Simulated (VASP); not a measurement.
# HC4 in VASP: notebook

The runs below take HC4 through single point, with PBE+D3(BJ).

All numbers are computed with VASP 6.6.1; they aren't measurements. Logs are shortened: lines on timing, memory, paths and dates and some standing lists are left out, and cuts for length are marked.

### Step 1. The cell of the first run

The cell holds a slab with vacuum, 10 atoms: a = 4.931 Å, b = 4.931 Å, c = 18.000 Å, α = 90.00°, β = 90.00°, γ = 120.00°.

### Step 2. Single point, PBE+D3(BJ)

The input, INCAR:

```
ALGO     = Normal         # electronic algorithm
DIPOL    = 0.5 0.5 0.245
EDIFF    = 1E-7           # SCF threshold, eV
ENCUT    = 520            # plane-wave cutoff, eV
GGA      = PE             # functional
IDIPOL   = 3            
ISIF     = 2              # what is computed and relaxed
ISMEAR   = 0              # smearing method
IVDW     = 12             # dispersion correction
LASPH    = True           # aspherical terms in the spheres
LCHARG   = False          # write CHGCAR
LDIPOL   = True         
LREAL    = False          # projectors in reciprocal space
LWAVE    = False          # write WAVECAR
NBANDS   = 28             # bands
NELM     = 60             # most SCF steps
PREC     = Accurate       # precision mode
SIGMA    = 0.1            # smearing width, eV
```

The input, KPOINTS:

```
k-points
0
Gamma
  6 6 1
```

The input, POSCAR:

```
HC4
1.0
    4.9314011428      0.0000000001      0.0000000000
   -2.4657005715      4.2707186659      0.0000000000
    0.0000000000      0.0000000000     18.0000000000
C H
8 2
Direct
    0.1666666667      0.3333333333      0.2222222222
    0.1666666667      0.8333333333      0.2222222222
    0.6666666667      0.3333333333      0.2222222222
    0.6666666667      0.8333333333      0.2222222222
    0.3333333333      0.1666666667      0.2222222222
    0.3333333333      0.6666666667      0.2222222222
    0.8333333333      0.1666666667      0.2222222222
    0.8333333333      0.6666666667      0.2222222222
    0.1568211181      0.1568221095      0.3361111111
    0.3431788819      0.3431778905      0.3361111111
```

Potentials or basis: VASP PAW PBE potentials, release 64 (C, H).

Run with:

```sh
$ cat potpaw_PBE.64/C/POTCAR potpaw_PBE.64/H/POTCAR > POTCAR
$ mpirun -np 1 vasp_std > vasp.out
```

OUTCAR:

```text
EDIFF = 1E-7
   ENCUT = 520
   GGA = PE
   ISIF = 2
   ISMEAR = 0
   IVDW = 12
   LASPH = True
   LREAL = False
   NELM = 60
   PREC = Accurate
 IVDW          = 12

 ion  position               nearest neighbor table
   1  0.167  0.333  0.222-   5 1.42   7 1.42   6 1.42
   2  0.167  0.833  0.222-   6 1.42   8 1.42   5 1.42
   3  0.667  0.333  0.222-   7 1.42   5 1.42   8 1.42
   4  0.667  0.833  0.222-   8 1.42   6 1.42   7 1.42
   5  0.333  0.167  0.222-   1 1.42   3 1.42   2 1.42
   6  0.333  0.667  0.222-   2 1.42   4 1.42   1 1.42
   7  0.833  0.167  0.222-   3 1.42   1 1.42   4 1.42
   8  0.833  0.667  0.222-   4 1.42   2 1.42   3 1.42
   9  0.157  0.157  0.336-
  10  0.343  0.343  0.336-

  LATTYP: Found a hexagonal cell.
 ALAT       =     4.9314011428
 C/A-ratio  =     3.6500782392

  Lattice vectors:

 A1 = (   4.9314011428,   0.0000000001,   0.0000000000)
 A2 = (  -2.4657005715,   4.2707186659,   0.0000000000)
 A3 = (   0.0000000000,   0.0000000000,  18.0000000000)

Analysis of symmetry for initial positions (statically):
=====================================================================
 Subroutine PRICEL returns:
 Original cell was already a primitive cell.

 Routine SETGRP: Setting up the symmetry group for a
 hexagonal supercell.

 Subroutine GETGRP returns: Found  4 space group operations
 (whereof  2 operations were pure point group operations)
 out of a pool of 24 trial point group operations.

The static configuration has the point symmetry C_1h.
 The point group associated with its full space group is C_2v.

Analysis of symmetry for dynamics (positions and initial velocities):
=====================================================================
 Subroutine PRICEL returns:
 Original cell was already a primitive cell.

 Routine SETGRP: Setting up the symmetry group for a
 hexagonal supercell.

 Subroutine GETGRP returns: Found  4 space group operations
 (whereof  2 operations were pure point group operations)
 out of a pool of 24 trial point group operations.

The dynamic configuration has the point symmetry C_1h.
 The point group associated with its full space group is C_2v.

 Subroutine INISYM returns: Found  4 space group operations
 (whereof  2 operations are pure point group operations),
 and found     1 'primitive' translations

----------------------------------------------------------------------------------------

                                     Primitive cell

  volume of cell :     379.0913

  direct lattice vectors                    reciprocal lattice vectors
     4.931401143  0.000000000  0.000000000     0.202782124  0.117076314  0.000000000
    -2.465700572  4.270718666  0.000000000    -0.000000000  0.234152628  0.000000000
     0.000000000  0.000000000 18.000000000     0.000000000  0.000000000  0.055555556

  length of vectors
     4.931401143  4.931401143 18.000000000     0.234152628  0.234152628  0.055555556

  position of ions in fractional coordinates (direct lattice)
     0.166666667  0.333333333  0.222222222
     0.166666667  0.833333333  0.222222222
     0.666666667  0.333333333  0.222222222
     0.666666667  0.833333333  0.222222222
     0.333333333  0.166666667  0.222222222
     0.333333333  0.666666667  0.222222222
     0.833333333  0.166666667  0.222222222
     0.833333333  0.666666667  0.222222222
     0.156821118  0.156822109  0.336111111
     0.343178882  0.343177891  0.336111111

  ion indices of the primitive-cell ions
   primitive index   ion index
                 1           1
                 2           2
                 3           3
                 4           4
                 5           5
                 6           6
                 7           7
                 8           8
                 9           9
                10          10

----------------------------------------------------------------------------------------

 KPOINTS: k-points

Automatic generation of k-mesh.
 Grid dimensions read from file:
 generate k-points for:    6    6    1

 Generating k-lattice:

  Cartesian coordinates                     Fractional coordinates (reciprocal lattice)
     0.033797021  0.019512719  0.000000000     0.166666667  0.000000000  0.000000000
    -0.000000000  0.039025438  0.000000000     0.000000000  0.166666667  0.000000000
     0.000000000  0.000000000  0.055555556     0.000000000  0.000000000  1.000000000

  Length of vectors
     0.039025438  0.039025438  0.055555556

  Shift w.r.t. Gamma in fractional coordinates (k-lattice)
     0.000000000  0.000000000  0.000000000

 Subroutine IBZKPT returns following result:
 ===========================================

 Found     13 irreducible k-points:

 Following reciprocal coordinates:
            Coordinates               Weight
  0.000000  0.000000  0.000000      1.000000
  0.166667  0.000000  0.000000      4.000000
 -0.166667  0.166667  0.000000      2.000000
  0.333333  0.000000  0.000000      4.000000
 -0.333333  0.333333  0.000000      2.000000
  0.500000  0.000000  0.000000      2.000000
  0.500000  0.500000  0.000000      1.000000
  0.166667  0.166667  0.000000      2.000000
 -0.166667  0.333333  0.000000      4.000000
  0.333333  0.166667  0.000000      4.000000
 -0.166667  0.500000  0.000000      4.000000
  0.500000  0.333333  0.000000      4.000000
  0.333333  0.333333  0.000000      2.000000
   k-points           NKPTS =     13   k-points in BZ     NKDIM =     13   number of bands    NBANDS=     28
   number of dos      NEDOS =    301   number of ions     NIONS =     10
   total plane-waves  NPLWV = 224000
   dimension x,y,z NGX =    40 NGY =   40 NGZ =  140
   dimension x,y,z NGXF=    80 NGYF=   80 NGZF=  280
   ions per type =               8   2
   NGX,Y,Z   is equivalent  to a cutoff of  13.48, 13.48, 12.93 a.u.
   NGXF,Y,Z  is equivalent  to a cutoff of  26.97, 26.97, 25.86 a.u.
 SYSTEM =  unknown system
   PREC   = accura    normal or accurate (medium, high low for compatibility)
   ISTART =      0    job   : 0-new  1-cont  2-samecut
   ICHARG =      2    charge: 1-file 2-atom 10-const
   ISPIN  =      1    spin polarized calculation?
   LNONCOLLINEAR =      F non collinear calculations
   LSORBIT =      F    spin-orbit coupling
   LASPH  =      T    aspherical Exc in radial PAW
   ENCUT  =  520.0 eV  38.22 Ry    6.18 a.u.   9.17  9.17 33.47*2*pi/ulx,y,z
   NELM   =     60;   NELMIN=  2; NELMDL= -5     # of ELM steps
   EDIFF  = 0.1E-06   stopping-criterion for ELM
   LREAL  =      F    real-space projection
   EDIFFG = 0.1E-05   stopping-criterion for IOM
   NSW    =      0    number of steps for IOM
   IBRION =     -1    ionic relax: 0-MD 1-quasi-New 2-CG
   NFREE  =      0    steps in history (QN), initial steepest desc. (CG)
   ISIF   =      2    stress and relaxation
   ISYM   =      2    0-nonsym 1-usesym 2-fastsym
   POTIM  = 0.5000    time-step for ionic-motion
   TEBEG  =    0.0;   TEEND  =   0.0 temperature during run
   PSTRESS=    0.0 pullay stress
   NELECT =      34.0000    total number of electrons
   NUPDOWN=      -1.0000    fix difference up-down
   EMIN   =  10.00;   EMAX   =-10.00  energy-range for DOS
   EFERMI =   0.00;   METHOD = LEGACY
   ISMEAR =     0;   SIGMA  =   0.10  broadening in eV -4-tet -1-fermi 0-gaus
   EFERMI_NEDOS =   21; number of points for ismear=-14 and -15
   IALGO  =     38    algorithm
   IMIX   =      4    mixing-type and parameters
     AMIX     =   0.40;   BMIX     =  1.00
     AMIX_MAG =   1.60;   BMIX_MAG =  1.00
  volume/ion in A,a.u.               =      37.91       255.82
  Fermi-wavevector in a.u.,A,eV,Ry     =   0.732802  1.384795  7.306308  0.536999
  Thomas-Fermi vector in A             =   1.825354
   LORBIT       =      0    0 simple, 1 ext, 2 COOP (PROOUT), +10 PAW based schemes
   GGA     = PE    functional components
   LHFCALC =     F    Hartree Fock is set to
   AEXX    =    0.0000 exact exchange contribution
   IVDW    =    12    specifies the selected vdW correction
   LEPSILON=     F    determine dielectric tensor
   LRPA    =     F    only Hartree local field effects (RPA)
 non-spin polarized calculation
 Gauss-broadening in eV      SIGMA  =   0.10
  energy-cutoff  :      520.00
  volume of cell :      379.09
 maximum number of plane-waves:     10258
 NGX is ok and might be reduce to    40
   NGX = 19   NGY = 19   NGZ = 67

 dipolmoment           0.000000      0.000000     -0.003603 electrons x Angstroem

 number of electron      33.9999999 magnetization

 dipolmoment           0.000000      0.000000      0.040280 electrons x Angstroem

 Free energy of the ion-electron system (eV)
  ---------------------------------------------------
  ext. energy  EPLUGINS =         0.00000000
  ---------------------------------------------------
  free energy    TOTEN  =       -79.53205044 eV

  energy without entropy =      -79.52684858  energy(sigma->0) =      -79.52944951

 E-fermi :  -2.6831     XC(G=0):  -2.7155

 val. band max:       -2.7263037712   @ k =   0.3333   0.3333   0.0000
 cond. band min:      -2.6399177747   @ k =   0.3333   0.3333   0.0000
 fundamental gap:      0.0863859965
 Fermi energy:        -2.6831107729

 k-point     1 :       0.0000    0.0000    0.0000
  band No.  band energies     occupation
      1     -22.2270      2.00000
      2     -17.0122      2.00000
      3     -16.9668      2.00000
      4     -16.9546      2.00000
      5     -15.9501      2.00000
      6     -15.9429      2.00000
[... 20 lines left out ...]
     27       4.6602      0.00000
     28       4.6742      0.00000
[... 342 lines left out ...]
 k-point    13 :       0.3333    0.3333    0.0000
  band No.  band energies     occupation
      1     -20.3073      2.00000
      2     -20.2731      2.00000
      3     -20.2516      2.00000
      4     -15.3046      2.00000
      5     -15.2844      2.00000
      6     -13.2552      2.00000
[... 20 lines left out ...]
     27       4.3409      0.00000
     28       4.6863      0.00000

------------------------ aborting loop because EDIFF is reached ----------------------------------------

 vacuum level on the upper side and lower side of the slab       (xc-potential included)         0.157        -0.179

 Edisp (eV)   -0.87767

 E8    (eV) :    -0.2624

  FORCE on cell =-STRESS in cart. coord.  units (eV):
  Direction    XX          YY          ZZ          XY          YZ          ZX
  --------------------------------------------------------------------------------------
  -------------------------------------------------------------------------------------
  Total      -0.35571    -2.74820     4.00571    -2.07196     0.00000     0.00000
  in kB      -1.50334   -11.61489    16.92959    -8.75686     0.00000     0.00000
  external pressure =        1.27 kB  Pullay stress =        0.00 kB

 VOLUME and BASIS-vectors are now :
 -----------------------------------------------------------------------------
  energy-cutoff  :      520.00
  volume of cell :      379.09
      direct lattice vectors                 reciprocal lattice vectors
     4.931401143  0.000000000  0.000000000     0.202782124  0.117076314  0.000000000
    -2.465700572  4.270718666  0.000000000    -0.000000000  0.234152628  0.000000000
     0.000000000  0.000000000 18.000000000     0.000000000  0.000000000  0.055555556

 POSITION                                       TOTAL-FORCE (eV/Angst)
 -----------------------------------------------------------------------------------
      0.00000      1.42357      4.00000        -0.275589      0.159112     -0.922217
     -1.23285      3.55893      4.00000        -0.033118      0.158752     -0.090444
      2.46570      1.42357      4.00000        -0.154042     -0.050695     -0.090444
      1.23285      3.55893      4.00000        -0.084894      0.049013      0.108999
      1.23285      0.71179      4.00000         0.275589     -0.159112     -0.922217
     -0.00000      2.84715      4.00000         0.033118     -0.158752     -0.090444
      3.69855      0.71179      4.00000         0.154042      0.050695     -0.090444
      2.46570      2.84715      4.00000         0.084894     -0.049013      0.108999
      0.38667      0.66974      6.05000         1.719649      2.978519      0.994105
      0.84618      1.46562      6.05000        -1.719649     -2.978519      0.994105
 -----------------------------------------------------------------------------------
    total drift:                               -0.002013      0.003449      0.000340

  FREE ENERGIE OF THE ION-ELECTRON SYSTEM (eV)
  ---------------------------------------------------
  free  energy   TOTEN  =       -80.4097214921 eV

  energy  without entropy=      -80.4045196274  energy(sigma->0) =      -80.40712056

 vacuum level on the upper side and lower side of the slab         1.979         1.634
```

Wall time 6.4 min (1 thread of Intel Xeon Platinum 8259CL at 2.50GHz (Skylake/Cascade Lake), shared host); peak memory 0.56 GiB.

What came out:

| Quantity | Value |
| --- | --- |
| Free energy | -80.4097 eV |
| Largest force | 3.580 eV/Å |
| Band gap on the k mesh | 0.09 eV |
| Dispersion energy per atom | -0.088 eV |

Forces on the atoms (eV/Å):
```
C   -0.276  0.159 -0.922
C   -0.033  0.159 -0.090
C   -0.154 -0.051 -0.090
C   -0.085  0.049  0.109
C    0.276 -0.159 -0.922
C    0.033 -0.159 -0.090
C    0.154  0.051 -0.090
C    0.085 -0.049  0.109
H    1.720  2.979  0.994
H   -1.720 -2.979  0.994
```

Levels at points of the mesh, in eV from the valence-band top:
```
           k point  band 13  band 14  band 15  band 16  band 17  band 18  band 19  band 20  band 21  band 22
(0.00, 0.00, 0.00)    -3.00    -3.00    -2.36    -2.31    -2.05     1.42     1.67     1.74     3.79     4.40
(0.50, 0.00, 0.00)    -5.02    -5.01    -4.23    -2.75    -2.34     2.79     2.84     3.72     5.78     5.87
(0.50, 0.50, 0.00)    -5.02    -5.00    -4.31    -2.75    -2.29     2.80     2.84     4.90     5.17     5.78
```

(Part 1 of 2 ends here.)
